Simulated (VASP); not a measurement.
# Ca (Fm-3m) in VASP: notebook, part 3 of 3

VASP 6.6.1. Earlier steps stand in the parts before.

### 5 Single point, HSE06

This run uses another cell than the first one, of 41.21 Å³/atom.

Input file POSCAR:

```
Ca
1.0
    0.0000000000      2.7414759519      2.7414759519
    2.7414759519      0.0000000000      2.7414759519
    2.7414759519      2.7414759519      0.0000000000
Ca
1
Direct
    0.0000000000      0.0000000000      0.0000000000
```

Input file INCAR.step1:

```
SYSTEM = Ca
ALGO = Normal ; EDIFF = 1E-5
ENCUT = 520 ; GGA = PE
ISIF = 2 ; ISMEAR = -1
LASPH = .TRUE. ; LCHARG = .FALSE.
LREAL = .FALSE. ; LWAVE = .TRUE.
NBANDS = 11 ; NELM = 60
PREC = Accurate ; SIGMA = 0.1
```

Input file INCAR.step2:

```
SYSTEM = Ca
ALGO = Normal ; EDIFF = 1E-7
ENCUT = 520 ; GGA = PE
HFSCREEN = 0.2079 ; ISIF = 2
ISMEAR = -1 ; ISTART = 1
LASPH = .TRUE. ; LCHARG = .FALSE.
LHFCALC = .TRUE. ; LREAL = .FALSE.
LWAVE = .FALSE. ; NBANDS = 11
NELM = 60 ; PREC = Accurate
PRECFOCK = Normal ; SIGMA = 0.1
```

Input file KPOINTS:

```
k-points
0
G
  6 6 6
  0 0 0
```

Potentials or basis: VASP PAW PBE potentials, release 64 (Ca_sv).

Started as:

```console
> cat potpaw_PBE.64/Ca_sv/POTCAR > POTCAR
> cp INCAR.step1 INCAR
> mpirun -np 1 vasp_std > vasp.out
> cp INCAR.step2 INCAR
> mpirun -np 1 vasp_std > vasp.out
```

OUTCAR:

```text
SYSTEM = Ca
   EDIFF = 1E-7
   ENCUT = 520
   GGA = PE
   HFSCREEN = 0.2079
   ISIF = 2
   ISMEAR = -1
   ISTART = 1
   LASPH = .TRUE.
   LHFCALC = .TRUE.
   LREAL = .FALSE.
   NELM = 60
   PREC = Accurate
   PRECFOCK = Normal

 ion  position               nearest neighbor table
   1  0.000  0.000  0.000-

  LATTYP: Found a face centered cubic cell.
 ALAT       =     5.4829519038

  Lattice vectors:

 A1 = (   0.0000000000,   2.7414759519,   2.7414759519)
 A2 = (   2.7414759519,   0.0000000000,   2.7414759519)
 A3 = (   2.7414759519,   2.7414759519,   0.0000000000)

Analysis of symmetry for initial positions (statically):
=====================================================================
 Subroutine PRICEL returns:
 Original cell was already a primitive cell.

 Routine SETGRP: Setting up the symmetry group for a
 face centered cubic supercell.

 Subroutine GETGRP returns: Found 48 space group operations
 (whereof 48 operations were pure point group operations)
 out of a pool of 48 trial point group operations.

The static configuration has the point symmetry O_h .

Analysis of symmetry for dynamics (positions and initial velocities):
=====================================================================
 Subroutine PRICEL returns:
 Original cell was already a primitive cell.

 Routine SETGRP: Setting up the symmetry group for a
 face centered cubic supercell.

 Subroutine GETGRP returns: Found 48 space group operations
 (whereof 48 operations were pure point group operations)
 out of a pool of 48 trial point group operations.

The dynamic configuration has the point symmetry O_h .

 Subroutine INISYM returns: Found 48 space group operations
 (whereof 48 operations are pure point group operations),
[... 113 lines left out ...]
   ENCUT4O =  -1.0   cutoff for four orbital integrals eV
   NKREDX  =     1    reduce k-point grid by
   NKREDY  =     1    reduce k-point grid by
   NKREDZ  =     1    reduce k-point grid by
   AEXX    =    0.2500 exact exchange contribution
   HFSCREEN=    0.2079 screening length (either q_TF or 0.3 A-1)
   HFSCREENC=   0.2079 screening length for correlation (either q_TF or 0.3 A-1)
   ENCUTFOCK=  -1.0 apply spherical cutoff to Coloumb kernel
   IVDW    =     0    specifies the selected vdW correction
   LEPSILON=     F    determine dielectric tensor
   LRPA    =     F    only Hartree local field effects (RPA)
 non-spin polarized calculation
  energy-cutoff  :      520.00
  volume of cell :       41.21
 maximum number of plane-waves:      1125
 NGX is ok and might be reduce to    30
  NGX = 24; NGY = 24; NGZ = 24

 number of electron      10.0000002 magnetization

 Free energy of the ion-electron system (eV)
  ---------------------------------------------------
  ext. energy  EPLUGINS =         0.00000000
  ---------------------------------------------------
  free energy    TOTEN  =        -1.81709161 eV

  energy without entropy =       -1.77644941  energy(sigma->0) =       -1.79677051

 E-fermi :   2.2312     XC(G=0):  -6.5704

 val. band max:        2.2006692411   @ k =  -0.3333   0.5000   0.1667
 cond. band min:       2.3794567471   @ k =   0.5000   0.1667   0.0000
 fundamental gap:      0.1787875060
 Fermi energy:         2.2311697032

 k-point     1 :       0.0000    0.0000    0.0000
  band No.  band energies     occupation
      1     -43.4983      2.00000
      2     -22.9176      2.00000
      3     -22.9176      2.00000
      4     -22.9176      2.00000
      5      -2.7795      2.00000
      6       5.3871      0.00000
      7       5.3871      0.00000
      8       5.3871      0.00000
      9       6.6451      0.00000
     10       6.6451      0.00000
     11      11.8738      0.00000
[... 197 lines left out ...]
 k-point    16 :      -0.3333    0.5000    0.1667
  band No.  band energies     occupation
      1     -43.4775      2.00000
      2     -23.0418      2.00000
      3     -22.9966      2.00000
      4     -22.9763      2.00000
      5       2.2007      1.15133
      6       3.1412      0.00022
      7       3.1925      0.00013
      8       5.8315      0.00000
      9       7.6945      0.00000
     10       8.0461      0.00000
     11       8.3793      0.00000

------------------------ aborting loop because EDIFF is reached ----------------------------------------

  FORCE on cell =-STRESS in cart. coord.  units (eV):
  Direction    XX          YY          ZZ          XY          YZ          ZX
  --------------------------------------------------------------------------------------
  -------------------------------------------------------------------------------------
  Total        0.2713432      0.2713432      0.2713432     -0.0000000      0.0000000     -0.0000000
  in kB       10.5498493     10.5498493     10.5498493     -0.0000000      0.0000000     -0.0000000
  external PRESSURE =      10.5498493 kB  Pullay stress =       0.0000000 kB

 VOLUME and BASIS-vectors are now :
 -----------------------------------------------------------------------------
  energy-cutoff  :      520.00
  volume of cell :       41.21
      direct lattice vectors                 reciprocal lattice vectors
     0.000000000  2.741475952  2.741475952    -0.182383508  0.182383508  0.182383508
     2.741475952  0.000000000  2.741475952     0.182383508 -0.182383508  0.182383508
     2.741475952  2.741475952  0.000000000     0.182383508  0.182383508 -0.182383508

 POSITION                                       TOTAL-FORCE (eV/Angst)
 -----------------------------------------------------------------------------------
      0.00000      0.00000      0.00000         0.000000      0.000000     -0.000000
 -----------------------------------------------------------------------------------
    total drift:                                0.000001      0.000001      0.000001

  FREE ENERGIE OF THE ION-ELECTRON SYSTEM (eV)
  ---------------------------------------------------
  free  energy   TOTEN  =        -1.8170916083 eV

  energy  without entropy=       -1.7764494100  energy(sigma->0) =       -1.79677051
```

It took 26 min on 1 thread of Intel Xeon Platinum 8259CL at 2.50GHz (Skylake/Cascade Lake), shared host; peak memory 0.28 GiB.

Results:

```yaml
Free_energy: -1.8171 eV
Pressure: 1.1 GPa
Band_gap_on_the_k_mesh: zero (bands 5 and 6 overlap by 0.46 eV)
```

Levels at points of the mesh, in eV from the Fermi level:
```
           k point  band 2  band 3  band 4  band 5  band 6  band 7  band 8  band 9
(0.00, 0.00, 0.00)  -25.15  -25.15  -25.15   -5.01    3.16    3.16    3.16    4.41
(0.50, 0.00, 0.00)  -25.31  -25.17  -25.17   -1.09   -0.49    2.98    2.98    5.23
(0.50, 0.50, 0.00)  -25.30  -25.21  -25.21   -0.55    0.94    1.04    5.22    5.46
```

Caveat: the PAW data sets were made with another functional, which shifts forces and pressure a little.

### 6 Single point, HSE06

This run uses another cell than the first one, of 41.21 Å³/atom.

POSCAR is that of step 5.

Input file INCAR.step1:

```
PREC     = Accurate       # precision mode
ENCUT    = 520            # plane-wave cutoff, eV
EDIFF    = 1E-5           # SCF threshold, eV
ISMEAR   = -1             # smearing method
SIGMA    = 0.1            # smearing width, eV
LREAL    = F              # projectors in reciprocal space
LASPH    = T              # aspherical terms in the spheres
NELM     = 100            # most SCF steps
ALGO     = Normal         # electronic algorithm
ISIF     = 2              # what is computed and relaxed
LWAVE    = T              # write WAVECAR
LCHARG   = F              # write CHGCAR
NBANDS   = 11             # bands
GGA      = PE             # functional
```

Input file INCAR.step2:

```
PREC     = Accurate       # precision mode
ENCUT    = 520            # plane-wave cutoff, eV
EDIFF    = 1E-6           # SCF threshold, eV
ISMEAR   = -1             # smearing method
SIGMA    = 0.1            # smearing width, eV
LREAL    = F              # projectors in reciprocal space
LASPH    = T              # aspherical terms in the spheres
NELM     = 100            # most SCF steps
ALGO     = Normal         # electronic algorithm
ISIF     = 2              # what is computed and relaxed
LWAVE    = F              # write WAVECAR
LCHARG   = F              # write CHGCAR
GGA      = PE             # functional
LHFCALC  = T              # exact exchange
HFSCREEN = 0.2079         # screening, 1/A
PRECFOCK = Normal       
NBANDS   = 11             # bands
ISTART   = 1
```

Input file KPOINTS:

```
regular mesh
0
Gamma
  6 6 6
```

Potentials or basis: VASP PAW PBE potentials, release 64 (Ca_sv).

Started as:

```console
> cat potpaw_PBE.64/Ca_sv/POTCAR > POTCAR
> cp INCAR.step1 INCAR
> mpirun -np 1 vasp_std > vasp.out
> cp INCAR.step2 INCAR
> mpirun -np 1 vasp_std > vasp.out
```

It took 17 min on 1 thread of Intel Xeon Platinum 8259CL at 2.50GHz (Skylake/Cascade Lake), shared host; peak memory 0.28 GiB.

It converged, with:

* Free energy: -1.8171 eV
* Pressure: 1.0 GPa
* Band gap on the k mesh: zero (bands 5 and 6 overlap by 0.46 eV)

Levels at points of the mesh, in eV from the Fermi level:
```csv
k point,band 1,band 2,band 3,band 4,band 5,band 6,band 7,band 8,band 9,band 10
"(0.00, 0.00, 0.00)",-45.73,-25.15,-25.15,-25.15,-5.01,3.16,3.16,3.16,4.41,4.41
"(0.50, 0.00, 0.00)",-45.71,-25.31,-25.17,-25.17,-1.09,-0.49,2.98,2.98,5.23,5.23
"(0.50, 0.50, 0.00)",-45.71,-25.29,-25.20,-25.20,-0.55,0.94,1.04,5.22,5.46,5.46
```

Caveat: the PAW data sets were made with another functional, which shifts forces and pressure a little.

### 7 The runs side by side

| cell | gap on the mesh (eV) | pressure (GPa) |
| --- | --- | --- |
| a = 3.796 Å, angles 60.0°, 1 atom | none | 2.5 |
| a = 3.837 Å, angles 60.0°, 1 atom | none | 1.7 |
| a = 3.877 Å, angles 60.0°, 1 atom | none | 1.0 |

Alike in all rows: task single point; level HSE06; potentials or basis VASP PAW PBE potentials, release 64 (Ca_sv); no spin polarisation; k mesh 6 × 6 × 6; cutoff (eV) 520; smearing fermi-dirac 0.1 eV.

Caveats: the PAW data sets were made with another functional, which shifts forces and pressure a little.

Total energies depend on the potentials used, so only differences within one code and one set of settings carry meaning.

The gap in the log of VASP goes by the Fermi energy; the results here count the filled bands.